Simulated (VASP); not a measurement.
# C (Fd-3m) in VASP: single point with LDA

Aim: the single point of C with LDA.

Everything below comes from runs of VASP 6.6.1. Logs are shortened: lines on timing, memory, paths and dates and some standing lists are left out, and cuts for length are marked.

## 1. The cell of the first run

It takes space group Fd-3m (No. 227, cubic). The conventional cell has a = 3.527 Å, b = 3.527 Å, c = 3.527 Å, α = 90.00°, β = 90.00°, γ = 90.00°. Within 2.0 Å of C (site symmetry -43m) lie 4 C at 1.53 Å.

## 2. Single point, LDA

File INCAR:

```
SYSTEM = C
  PREC = Accurate
  ENCUT = 1300
  EDIFF = 1E-6
  ISMEAR = 0
  SIGMA = 0.01
  LREAL = .FALSE.
  LASPH = .TRUE.
  NELM = 120
  ALGO = Normal
  ISIF = 2
  LWAVE = .FALSE.
  LCHARG = .FALSE.
  GGA = CA
  NBANDS = 11
  GGA_COMPAT = .FALSE.
```

File KPOINTS:

```
regular mesh
0
G
  12 12 12
  0 0 0
```

File POSCAR:

```
C
1.0
    1.7634264938      1.7634264938      0.0000000000
   -1.7634264938      1.7634264938      0.0000000000
    0.0000000000      1.7634264938      1.7634264938
C
2
Direct
    0.5000000000      0.5000000000      0.0000000000
    0.7500000000      0.2500000000      0.5000000000
```

Potentials or basis: VASP PAW LDA potentials, release 64 (C_h).

Launch:

```console
cat potpaw_LDA.64/C_h/POTCAR > POTCAR
mpirun -np 1 vasp_std > vasp.out
```

OUTCAR:

```text
SYSTEM = C
   PREC = Accurate
   ENCUT = 1300
   EDIFF = 1E-6
   ISMEAR = 0
   LREAL = .FALSE.
   LASPH = .TRUE.
   NELM = 120
   ISIF = 2
   GGA = CA

 ion  position               nearest neighbor table
   1  0.500  0.500  0.000-
   2  0.750  0.250  0.500-

  LATTYP: Found a face centered cubic cell.
 ALAT       =     3.5268529876

  Lattice vectors:

 A1 = (   0.0000000000,   1.7634264938,   1.7634264938)
 A2 = (   1.7634264938,   0.0000000000,   1.7634264938)
 A3 = (   1.7634264938,   1.7634264938,   0.0000000000)

Analysis of symmetry for initial positions (statically):
=====================================================================
 Subroutine PRICEL returns:
 Original cell was already a primitive cell.

 Routine SETGRP: Setting up the symmetry group for a
 face centered cubic supercell.

 Subroutine GETGRP returns: Found 48 space group operations
 (whereof 24 operations were pure point group operations)
 out of a pool of 48 trial point group operations.

The static configuration has the point symmetry T_d .
 The point group associated with its full space group is O_h .

Analysis of symmetry for dynamics (positions and initial velocities):
=====================================================================
 Subroutine PRICEL returns:
 Original cell was already a primitive cell.

 Routine SETGRP: Setting up the symmetry group for a
 face centered cubic supercell.

 Subroutine GETGRP returns: Found 48 space group operations
 (whereof 24 operations were pure point group operations)
 out of a pool of 48 trial point group operations.

The dynamic configuration has the point symmetry T_d .
 The point group associated with its full space group is O_h .

 Subroutine INISYM returns: Found 48 space group operations
 (whereof 24 operations are pure point group operations),
 and found     1 'primitive' translations

----------------------------------------------------------------------------------------

                                     Primitive cell

  volume of cell :      10.9674

  direct lattice vectors                    reciprocal lattice vectors
     1.763426494  1.763426494  0.000000000     0.283538895  0.283538895 -0.283538895
    -1.763426494  1.763426494  0.000000000    -0.283538895  0.283538895 -0.283538895
     0.000000000  1.763426494  1.763426494     0.000000000  0.000000000  0.567077791

  length of vectors
     2.493861664  2.493861664  2.493861664     0.491103773  0.491103773  0.567077791

  position of ions in fractional coordinates (direct lattice)
     0.500000000  0.500000000  0.000000000
     0.750000000  0.250000000  0.500000000

  ion indices of the primitive-cell ions
   primitive index   ion index
                 1           1
                 2           2

----------------------------------------------------------------------------------------

 KPOINTS: regular mesh

Automatic generation of k-mesh.
 Grid dimensions read from file:
 generate k-points for:   12   12   12

 Generating k-lattice:

  Cartesian coordinates                     Fractional coordinates (reciprocal lattice)
     0.023628241  0.023628241 -0.023628241     0.083333333  0.000000000  0.000000000
    -0.023628241  0.023628241 -0.023628241     0.000000000  0.083333333  0.000000000
     0.000000000  0.000000000  0.047256483     0.000000000  0.000000000  0.083333333

  Length of vectors
     0.040925314  0.040925314  0.047256483

  Shift w.r.t. Gamma in fractional coordinates (k-lattice)
     0.000000000  0.000000000  0.000000000

 Subroutine IBZKPT returns following result:
 ===========================================

 Found     72 irreducible k-points:

 Following reciprocal coordinates:
            Coordinates               Weight
  0.000000  0.000000  0.000000      1.000000
  0.083333  0.000000  0.000000      8.000000
  0.166667  0.000000  0.000000      8.000000
  0.250000  0.000000  0.000000      8.000000
  0.333333  0.000000  0.000000      8.000000
  0.416667  0.000000  0.000000      8.000000
[... 16 lines left out ...]
  0.500000  0.166667  0.000000     24.000000
 -0.416667  0.166667  0.000000     24.000000
 [... further k-points ...]
   k-points           NKPTS =     72   k-points in BZ     NKDIM =     72   number of bands    NBANDS=     11
   number of dos      NEDOS =    301   number of ions     NIONS =      2
   total plane-waves  NPLWV =  27000
   dimension x,y,z NGX =    30 NGY =   30 NGZ =   30
   dimension x,y,z NGXF=    60 NGYF=   60 NGZF=   60
   ions per type =               2
   NGX,Y,Z   is equivalent  to a cutoff of  20.00, 20.00, 20.00 a.u.
   NGXF,Y,Z  is equivalent  to a cutoff of  40.00, 40.00, 40.00 a.u.
 SYSTEM =  C
   PREC   = accura    normal or accurate (medium, high low for compatibility)
   ISTART =      0    job   : 0-new  1-cont  2-samecut
   ICHARG =      2    charge: 1-file 2-atom 10-const
   ISPIN  =      1    spin polarized calculation?
   LNONCOLLINEAR =      F non collinear calculations
   LSORBIT =      F    spin-orbit coupling
   LASPH  =      T    aspherical Exc in radial PAW
   ENCUT  = 1300.0 eV  95.55 Ry    9.77 a.u.   7.33  7.33  7.33*2*pi/ulx,y,z
   NELM   =    120;   NELMIN=  2; NELMDL= -5     # of ELM steps
   EDIFF  = 0.1E-05   stopping-criterion for ELM
   LREAL  =      F    real-space projection
   EDIFFG = 0.1E-04   stopping-criterion for IOM
   NSW    =      0    number of steps for IOM
   IBRION =     -1    ionic relax: 0-MD 1-quasi-New 2-CG
   NFREE  =      0    steps in history (QN), initial steepest desc. (CG)
   ISIF   =      2    stress and relaxation
   ISYM   =      2    0-nonsym 1-usesym 2-fastsym
   POTIM  = 0.5000    time-step for ionic-motion
   TEBEG  =    0.0;   TEEND  =   0.0 temperature during run
   PSTRESS=    0.0 pullay stress
   NELECT =       8.0000    total number of electrons
   NUPDOWN=      -1.0000    fix difference up-down
   EMIN   =  10.00;   EMAX   =-10.00  energy-range for DOS
   EFERMI =   0.00;   METHOD = LEGACY
   ISMEAR =     0;   SIGMA  =   0.01  broadening in eV -4-tet -1-fermi 0-gaus
   EFERMI_NEDOS =   21; number of points for ismear=-14 and -15
   IALGO  =     38    algorithm
   IMIX   =      4    mixing-type and parameters
     AMIX     =   0.40;   BMIX     =  1.00
     AMIX_MAG =   1.60;   BMIX_MAG =  1.00
  volume/ion in A,a.u.               =       5.48        37.01
  Fermi-wavevector in a.u.,A,eV,Ry     =   1.473683  2.784857 29.548346  2.171742
  Thomas-Fermi vector in A             =   2.588546
   LORBIT       =      0    0 simple, 1 ext, 2 COOP (PROOUT), +10 PAW based schemes
   GGA     = CA    functional components
   LHFCALC =     F    Hartree Fock is set to
   AEXX    =    0.0000 exact exchange contribution
   IVDW    =     0    specifies the selected vdW correction
   LEPSILON=     F    determine dielectric tensor
   LRPA    =     F    only Hartree local field effects (RPA)
 non-spin polarized calculation
 Gauss-broadening in eV      SIGMA  =   0.01
  energy-cutoff  :     1300.00
  volume of cell :       10.97
 maximum number of plane-waves:      1211
 NGX is ok and might be reduce to    30
   NGX = 15   NGY = 15   NGZ = 15

 number of electron       8.0000000 magnetization

 Free energy of the ion-electron system (eV)
  ---------------------------------------------------
  ext. energy  EPLUGINS =         0.00000000
  ---------------------------------------------------
  free energy    TOTEN  =       -20.26686666 eV

  energy without entropy =      -20.26686666  energy(sigma->0) =      -20.26686666

 E-fermi :  11.4644     XC(G=0): -13.8180

 val. band max:       11.4047269619   @ k =   0.0000   0.0000   0.0000
 cond. band min:      15.6142704714   @ k =  -0.3333   0.3333   0.0000
 fundamental gap:      4.2095435096
 Fermi energy:        11.4643808869

 k-point     1 :       0.0000    0.0000    0.0000
  band No.  band energies     occupation
      1     -10.3697      2.00000
      2      11.4047      2.00000
      3      11.4047      2.00000
      4      11.4047      2.00000
      5      17.0430      0.00000
      6      17.0430      0.00000
      7      17.0430      0.00000
      8      25.7319      0.00000
      9      30.8589      0.00000
     10      38.4044      0.00000
     11      38.4044      0.00000

 k-point     2 :       0.0833    0.0000    0.0000
  band No.  band energies     occupation
      1     -10.1733      2.00000
      2      10.1588      2.00000
      3      11.0706      2.00000
      4      11.0706      2.00000
      5      17.4797      0.00000
      6      17.4797      0.00000
      7      17.8014      0.00000
      8      25.8370      0.00000
      9      31.1708      0.00000
     10      36.0769      0.00000
     11      36.0769      0.00000

 k-point     3 :       0.1667    0.0000    0.0000
  band No.  band energies     occupation
      1      -9.5861      2.00000
      2       7.5903      2.00000
      3      10.3482      2.00000
      4      10.3482      2.00000
      5      18.4226      0.00000
      6      18.4226      0.00000
      7      19.0051      0.00000
      8      26.1330      0.00000
      9      31.8227      0.00000
     10      34.4290      0.00000
     11      34.4290      0.00000

 k-point     4 :       0.2500    0.0000    0.0000
  band No.  band energies     occupation
      1      -8.6155      2.00000
      2       4.7083      2.00000
      3       9.6062      2.00000
      4       9.6062      2.00000
      5      19.2909      0.00000
      6      19.2909      0.00000
      7      19.9111      0.00000
      8      26.5374      0.00000
      9      32.2655      0.00000
     10      34.0033      0.00000
     11      34.0033      0.00000

 k-point     5 :       0.3333    0.0000    0.0000
  band No.  band energies     occupation
      1      -7.2794      2.00000
      2       1.8738      2.00000
      3       9.0187      2.00000
      4       9.0187      2.00000
      5      19.7708      0.00000
      6      19.7708      0.00000
      7      20.4778      0.00000
      8      26.8915      0.00000
      9      32.5491      0.00000
     10      34.8634      0.00000
     11      34.8634      0.00000
[... 211 lines left out ...]
 k-point    21 :       0.3333    0.1667    0.0000
  band No.  band energies     occupation
      1      -5.5557      2.00000
      2       0.6846      2.00000
      3       5.6179      2.00000
      4       8.3569      2.00000
      5      19.5834      0.00000
      6      21.0991      0.00000
      7      22.8561      0.00000
      8      26.6387      0.00000
      9      31.5120      0.00000
     10      33.4109      0.00000
     11      36.3961      0.00000

 k-point    22 :       0.4167    0.1667    0.0000
  band No.  band energies     occupation
      1      -3.9517      2.00000
      2      -1.4233      2.00000
      3       5.8309      2.00000
      4       7.7085      2.00000
      5      19.0193      0.00000
      6      21.7703      0.00000
      7      23.1056      0.00000
      8      27.0510      0.00000
      9      30.9561      0.00000
     10      35.8420      0.00000
     11      36.2974      0.00000

 k-point    23 :       0.5000    0.1667    0.0000
  band No.  band energies     occupation
      1      -4.4295      2.00000
      2      -0.8573      2.00000
      3       6.3370      2.00000
      4       7.3159      2.00000
      5      18.5718      0.00000
      6      22.2717      0.00000
      7      23.1214      0.00000
      8      25.8596      0.00000
      9      31.6450      0.00000
     10      35.5872      0.00000
     11      38.3018      0.00000

 k-point    24 :      -0.4167    0.1667    0.0000
  band No.  band energies     occupation
      1      -6.0922      2.00000
      2       1.4740      2.00000
      3       7.0790      2.00000
      4       7.2228      2.00000
      5      18.1589      0.00000
      6      22.5590      0.00000
      7      22.9291      0.00000
      8      24.2622      0.00000
      9      32.5775      0.00000
     10      34.2793      0.00000
     11      39.1455      0.00000

 [... further k-points ...]

------------------------ aborting loop because EDIFF is reached ----------------------------------------

  FORCE on cell =-STRESS in cart. coord.  units (eV):
  Direction    XX          YY          ZZ          XY          YZ          ZX
  --------------------------------------------------------------------------------------
  -------------------------------------------------------------------------------------
  Total        0.1973402      0.1973402      0.1973402     -0.0000000     -0.0000000      0.0000000
  in kB       28.8286310     28.8286310     28.8286310     -0.0000000     -0.0000000      0.0000000
  external PRESSURE =      28.8286310 kB  Pullay stress =       0.0000000 kB

 VOLUME and BASIS-vectors are now :
 -----------------------------------------------------------------------------
  energy-cutoff  :     1300.00
  volume of cell :       10.97
      direct lattice vectors                 reciprocal lattice vectors
     1.763426494  1.763426494  0.000000000     0.283538895  0.283538895 -0.283538895
    -1.763426494  1.763426494  0.000000000    -0.283538895  0.283538895 -0.283538895
     0.000000000  1.763426494  1.763426494     0.000000000  0.000000000  0.567077791

 POSITION                                       TOTAL-FORCE (eV/Angst)
 -----------------------------------------------------------------------------------
      0.00000      1.76343      0.00000        -0.000000      0.000000      0.000000
      0.88171      2.64514      0.88171         0.000000     -0.000000      0.000000
 -----------------------------------------------------------------------------------
    total drift:                               -0.000000      0.000000     -0.000000

  FREE ENERGIE OF THE ION-ELECTRON SYSTEM (eV)
  ---------------------------------------------------
  free  energy   TOTEN  =       -20.2668666598 eV

  energy  without entropy=      -20.2668666598  energy(sigma->0) =      -20.26686666
```

Run time: 74 s. Hardware: 1 thread of AMD EPYC, shared host; peak memory 0.12 GiB.

What came out:

* Free energy: -20.2669 eV
* Pressure: 2.9 GPa
* Band gap on the k mesh: 4.21 eV (least direct gap 5.64 eV)

A k mesh can miss the band edges.
